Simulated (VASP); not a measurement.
# InAs (F-43m) in VASP: settings compared

Aim: see how the results for InAs move with the level of theory and the settings. Levels: r2SCAN0, PBE-based screened hybrid with 25 % exact exchange. Tasks: single point.

Program: VASP 6.6.1. These are calculated values, not measurements. Logs are shortened: lines on timing, memory, paths and dates and some standing lists are left out, and cuts for length are marked.

**1. The cell of the first run**

It takes space group F-43m (No. 216, cubic). The conventional cell has a = 5.913 Å, b = 5.913 Å, c = 5.913 Å, α = 90.00°, β = 90.00°, γ = 90.00°. In (site symmetry -43m) has 4 As at 2.56 Å within 3.4 Å. Within 3.4 Å of As (site symmetry -43m) lie 4 In at 2.56 Å.

**2. Single point, r2SCAN0**

Input file POSCAR:

```
InAs
1.0
    0.0000000000      2.9563908761      2.9563908761
    2.9563908761      0.0000000000      2.9563908761
    2.9563908761      2.9563908761      0.0000000000
In As
1 1
Direct
    0.0000000000      0.0000000000      0.0000000000
    0.7500000000      0.7500000000      0.7500000000
```

Input file INCAR.step1:

```
PREC = Accurate
ENCUT = 520
EDIFF = 1E-5
ISMEAR = -1
SIGMA = 0.05
LREAL = F
LASPH = T
NELM = 60
ALGO = Normal
ISIF = 2
LWAVE = T
LCHARG = F
GGA = PE
NBANDS = 16
```

Input file INCAR.step2:

```
PREC = Accurate
ENCUT = 520
EDIFF = 1E-6
ISMEAR = -1
SIGMA = 0.05
LREAL = F
LASPH = T
NELM = 60
ALGO = Normal
ISIF = 2
LWAVE = F
LCHARG = F
METAGGA = R2SCAN
LHFCALC = T
AEXX = 0.25
LMIXTAU = T
PRECFOCK = Normal
ISTART = 1
NBANDS = 16
```

Input file KPOINTS:

```
Automatic mesh
0
Gamma
  4 4 4
```

Potentials or basis: VASP PAW PBE potentials, release 64 (In_d, As).

Command:

```sh
cat potpaw_PBE.64/In_d/POTCAR potpaw_PBE.64/As/POTCAR > POTCAR
cp INCAR.step1 INCAR
mpirun -np 1 vasp_std > vasp.out
cp INCAR.step2 INCAR
mpirun -np 1 vasp_std > vasp.out
```

OUTCAR:

```text
PREC = Accurate
   ENCUT = 520
   EDIFF = 1E-6
   ISMEAR = -1
   LREAL = F
   LASPH = T
   NELM = 60
   ISIF = 2
   METAGGA = R2SCAN
   LHFCALC = T
   AEXX = 0.25
   PRECFOCK = Normal
   ISTART = 1

 ion  position               nearest neighbor table
   1  0.000  0.000  0.000-   2 2.56   2 2.56   2 2.56   2 2.56
   2  0.750  0.750  0.750-   1 2.56   1 2.56   1 2.56   1 2.56

  LATTYP: Found a face centered cubic cell.
 ALAT       =     5.9127817522

  Lattice vectors:

 A1 = (   0.0000000000,   2.9563908761,   2.9563908761)
 A2 = (   2.9563908761,   0.0000000000,   2.9563908761)
 A3 = (   2.9563908761,   2.9563908761,   0.0000000000)

Analysis of symmetry for initial positions (statically):
=====================================================================
 Subroutine PRICEL returns:
 Original cell was already a primitive cell.

 Routine SETGRP: Setting up the symmetry group for a
 face centered cubic supercell.

 Subroutine GETGRP returns: Found 24 space group operations
 (whereof 24 operations were pure point group operations)
 out of a pool of 48 trial point group operations.

The static configuration has the point symmetry T_d .

Analysis of symmetry for dynamics (positions and initial velocities):
=====================================================================
 Subroutine PRICEL returns:
 Original cell was already a primitive cell.

 Routine SETGRP: Setting up the symmetry group for a
 face centered cubic supercell.

 Subroutine GETGRP returns: Found 24 space group operations
 (whereof 24 operations were pure point group operations)
 out of a pool of 48 trial point group operations.

The dynamic configuration has the point symmetry T_d .

 Subroutine INISYM returns: Found 24 space group operations
 (whereof 24 operations are pure point group operations),
 and found     1 'primitive' translations

----------------------------------------------------------------------------------------

                                     Primitive cell

  volume of cell :      51.6792

  direct lattice vectors                    reciprocal lattice vectors
     0.000000000  2.956390876  2.956390876    -0.169125133  0.169125133  0.169125133
     2.956390876  0.000000000  2.956390876     0.169125133 -0.169125133  0.169125133
     2.956390876  2.956390876  0.000000000     0.169125133  0.169125133 -0.169125133

  length of vectors
     4.180968073  4.180968073  4.180968073     0.292933323  0.292933323  0.292933323

  position of ions in fractional coordinates (direct lattice)
     0.000000000  0.000000000  0.000000000
     0.750000000  0.750000000  0.750000000

  ion indices of the primitive-cell ions
   primitive index   ion index
                 1           1
                 2           2

----------------------------------------------------------------------------------------

 KPOINTS: Automatic mesh

Automatic generation of k-mesh.
 Grid dimensions read from file:
 generate k-points for:    4    4    4

 Generating k-lattice:

  Cartesian coordinates                     Fractional coordinates (reciprocal lattice)
    -0.042281283  0.042281283  0.042281283     0.250000000  0.000000000  0.000000000
     0.042281283 -0.042281283  0.042281283     0.000000000  0.250000000  0.000000000
     0.042281283  0.042281283 -0.042281283     0.000000000  0.000000000  0.250000000

  Length of vectors
     0.073233331  0.073233331  0.073233331

  Shift w.r.t. Gamma in fractional coordinates (k-lattice)
     0.000000000  0.000000000  0.000000000

 Subroutine IBZKPT returns following result:
 ===========================================

 Found      8 irreducible k-points:

 Following reciprocal coordinates:
            Coordinates               Weight
  0.000000  0.000000  0.000000      1.000000
  0.250000  0.000000  0.000000      8.000000
  0.500000  0.000000  0.000000      4.000000
  0.250000  0.250000  0.000000      6.000000
  0.500000  0.250000  0.000000     24.000000
 -0.250000  0.250000  0.000000     12.000000
  0.500000  0.500000  0.000000      3.000000
 -0.250000  0.500000  0.250000      6.000000
   k-points           NKPTS =      8   k-points in BZ     NKDIM =     64   number of bands    NBANDS=     16
   number of dos      NEDOS =    301   number of ions     NIONS =      2
   total plane-waves  NPLWV =  32768
   dimension x,y,z NGX =    32 NGY =   32 NGZ =   32
   dimension x,y,z NGXF=    64 NGYF=   64 NGZF=   64
   ions per type =               1   1
   NGX,Y,Z   is equivalent  to a cutoff of  12.72, 12.72, 12.72 a.u.
   NGXF,Y,Z  is equivalent  to a cutoff of  25.45, 25.45, 25.45 a.u.
 SYSTEM =  unknown system
   PREC   = accura    normal or accurate (medium, high low for compatibility)
   ISTART =      1    job   : 0-new  1-cont  2-samecut
   ICHARG =      0    charge: 1-file 2-atom 10-const
   ISPIN  =      1    spin polarized calculation?
   LNONCOLLINEAR =      F non collinear calculations
   LSORBIT =      F    spin-orbit coupling
   LASPH  =      T    aspherical Exc in radial PAW
   ENCUT  =  520.0 eV  38.22 Ry    6.18 a.u.   7.77  7.77  7.77*2*pi/ulx,y,z
   NELM   =     60;   NELMIN=  2; NELMDL=  0     # of ELM steps
   EDIFF  = 0.1E-05   stopping-criterion for ELM
   LREAL  =      F    real-space projection
   EDIFFG = 0.1E-04   stopping-criterion for IOM
   NSW    =      0    number of steps for IOM
   IBRION =     -1    ionic relax: 0-MD 1-quasi-New 2-CG
   NFREE  =      0    steps in history (QN), initial steepest desc. (CG)
   ISIF   =      2    stress and relaxation
   ISYM   =      3    0-nonsym 1-usesym 2-fastsym
   POTIM  = 0.5000    time-step for ionic-motion
   TEBEG  =    0.0;   TEEND  =   0.0 temperature during run
   PSTRESS=    0.0 pullay stress
   NELECT =      18.0000    total number of electrons
   NUPDOWN=      -1.0000    fix difference up-down
   EMIN   =  10.00;   EMAX   =-10.00  energy-range for DOS
   EFERMI =   0.00;   METHOD = LEGACY
   ISMEAR =    -1;   SIGMA  =   0.05  broadening in eV -4-tet -1-fermi 0-gaus
   EFERMI_NEDOS =   21; number of points for ismear=-14 and -15
   IALGO  =     38    algorithm
   IMIX   =      1    mixing-type and parameters
     AMIX     =   0.40;   BMIX     =  1.00
     AMIX_MAG =   1.60;   BMIX_MAG =  1.00
  volume/ion in A,a.u.               =      25.84       174.37
  Fermi-wavevector in a.u.,A,eV,Ry     =   1.151844  2.176670 18.051469  1.326746
  Thomas-Fermi vector in A             =   2.288499
   LORBIT       =      0    0 simple, 1 ext, 2 COOP (PROOUT), +10 PAW based schemes
   METAGGA = R2SCAN    functional components
   LHFCALC =     T    Hartree Fock is set to
   PRECFOCK=normal    Normal, Fast or Accurate (Low or Medium for compatibility)
   ENCUT4O =  -1.0   cutoff for four orbital integrals eV
   NKREDX  =     1    reduce k-point grid by
   NKREDY  =     1    reduce k-point grid by
   NKREDZ  =     1    reduce k-point grid by
   AEXX    =    0.2500 exact exchange contribution
   HFSCREEN=    0.0000 screening length (either q_TF or 0.3 A-1)
   HFSCREENC=   0.0000 screening length for correlation (either q_TF or 0.3 A-1)
   ENCUTFOCK=  -1.0 apply spherical cutoff to Coloumb kernel
   IVDW    =     0    specifies the selected vdW correction
   LEPSILON=     F    determine dielectric tensor
   LRPA    =     F    only Hartree local field effects (RPA)
 non-spin polarized calculation
  energy-cutoff  :      520.00
  volume of cell :       51.68
 maximum number of plane-waves:      1411
  NGX = 24; NGY = 24; NGZ = 24

 number of electron      18.0000009 magnetization

 Free energy of the ion-electron system (eV)
  ---------------------------------------------------
  ext. energy  EPLUGINS =         0.00000000
  ---------------------------------------------------
  free energy    TOTEN  =       -32.96122074 eV

  energy without entropy =      -32.96122074  energy(sigma->0) =      -32.96122074

 E-fermi :   5.3048     XC(G=0):  -7.7873

 val. band max:        4.3069638761   @ k =   0.0000   0.0000   0.0000
 cond. band min:       6.2548253623   @ k =   0.0000   0.0000   0.0000
 fundamental gap:      1.9478614862
 Fermi energy:         5.3048318213

 k-point     1 :       0.0000    0.0000    0.0000
  band No.  band energies     occupation
      1     -12.3459      2.00000
      2     -12.3459      2.00000
      3     -12.3459      2.00000
      4     -12.1655      2.00000
      5     -12.1655      2.00000
      6      -9.5666      2.00000
[... 8 lines left out ...]
     15      16.1900      0.00000
     16      16.1900      0.00000

 k-point     2 :       0.2500    0.0000    0.0000
  band No.  band energies     occupation
      1     -12.4286      2.00000
      2     -12.3210      2.00000
      3     -12.3210      2.00000
      4     -12.1644      2.00000
      5     -12.1644      2.00000
      6      -8.8035      2.00000
[... 8 lines left out ...]
     15      14.9208      0.00000
     16      14.9208      0.00000

 k-point     3 :       0.5000    0.0000    0.0000
  band No.  band energies     occupation
      1     -12.5007      2.00000
      2     -12.3025      2.00000
      3     -12.3025      2.00000
      4     -12.1566      2.00000
      5     -12.1566      2.00000
      6      -7.6674      2.00000
[... 8 lines left out ...]
     15      17.5796      0.00000
     16      17.5796      0.00000

 k-point     4 :       0.2500    0.2500    0.0000
  band No.  band energies     occupation
      1     -12.4739      2.00000
      2     -12.2925      2.00000
      3     -12.2925      2.00000
      4     -12.1893      2.00000
      5     -12.1512      2.00000
      6      -8.5532      2.00000
[... 8 lines left out ...]
     15      16.9121      0.00000
     16      18.0779      0.00000

 k-point     5 :       0.5000    0.2500    0.0000
  band No.  band energies     occupation
      1     -12.5295      2.00000
      2     -12.2778      2.00000
      3     -12.2673      2.00000
      4     -12.1877      2.00000
      5     -12.1495      2.00000
      6      -7.3802      2.00000
[... 8 lines left out ...]
     15      17.8449      0.00000
     16      18.3535      0.00000

 k-point     6 :      -0.2500    0.2500    0.0000
  band No.  band energies     occupation
      1     -12.4974      2.00000
      2     -12.2931      2.00000
      3     -12.2903      2.00000
      4     -12.1688      2.00000
      5     -12.1638      2.00000
      6      -7.7962      2.00000
[... 8 lines left out ...]
     15      16.6739      0.00000
     16      18.4532      0.00000

 k-point     7 :       0.5000    0.5000    0.0000
  band No.  band energies     occupation
      1     -12.5737      2.00000
      2     -12.2365      2.00000
      3     -12.2365      2.00000
      4     -12.2181      2.00000
      5     -12.1369      2.00000
      6      -6.9630      2.00000
[... 8 lines left out ...]
     15      18.1547      0.00000
     16      19.0646      0.00000

 k-point     8 :      -0.2500    0.5000    0.2500
  band No.  band energies     occupation
      1     -12.5449      2.00000
      2     -12.2768      2.00000
      3     -12.2455      2.00000
      4     -12.1880      2.00000
      5     -12.1557      2.00000
      6      -6.8882      2.00000
[... 8 lines left out ...]
     15      18.7125      0.00000
     16      18.7282      0.00000

------------------------ aborting loop because EDIFF is reached ----------------------------------------

  FORCE on cell =-STRESS in cart. coord.  units (eV):
  Direction    XX          YY          ZZ          XY          YZ          ZX
  --------------------------------------------------------------------------------------
  -------------------------------------------------------------------------------------
  Total        1.8251255      1.8251255      1.8251255      0.0000000     -0.0000000      0.0000000
  in kB       56.5832332     56.5832332     56.5832332      0.0000000     -0.0000000      0.0000000
  external PRESSURE =      56.5832332 kB  Pullay stress =       0.0000000 kB

 VOLUME and BASIS-vectors are now :
 -----------------------------------------------------------------------------
  energy-cutoff  :      520.00
  volume of cell :       51.68
      direct lattice vectors                 reciprocal lattice vectors
     0.000000000  2.956390876  2.956390876    -0.169125133  0.169125133  0.169125133
     2.956390876  0.000000000  2.956390876     0.169125133 -0.169125133  0.169125133
     2.956390876  2.956390876  0.000000000     0.169125133  0.169125133 -0.169125133

 POSITION                                       TOTAL-FORCE (eV/Angst)
 -----------------------------------------------------------------------------------
      0.00000      0.00000      0.00000        -0.000000     -0.000000     -0.000000
      4.43459      4.43459      4.43459         0.000000      0.000000      0.000000
 -----------------------------------------------------------------------------------
    total drift:                               -0.000039     -0.000037     -0.000017

  FREE ENERGIE OF THE ION-ELECTRON SYSTEM (eV)
  ---------------------------------------------------
  free  energy   TOTEN  =       -32.9612207440 eV

  energy  without entropy=      -32.9612207436  energy(sigma->0) =      -32.96122074
```

It took 6.6 min on 1 thread of Intel Xeon Platinum 8259CL at 2.50GHz (Skylake/Cascade Lake), shared host; peak memory 0.2 GiB.

Results:

* Free energy: -32.9612 eV
* Pressure: 5.7 GPa
* Band gap on the k mesh: 1.95 eV

Caveat: the k points lie up to 0.46 Å⁻¹ apart; the PAW data sets were made with another functional, which shifts forces and pressure a little; spin-orbit coupling is left out, which moves the levels of the heavy elements.

[end of part 1 of 2]
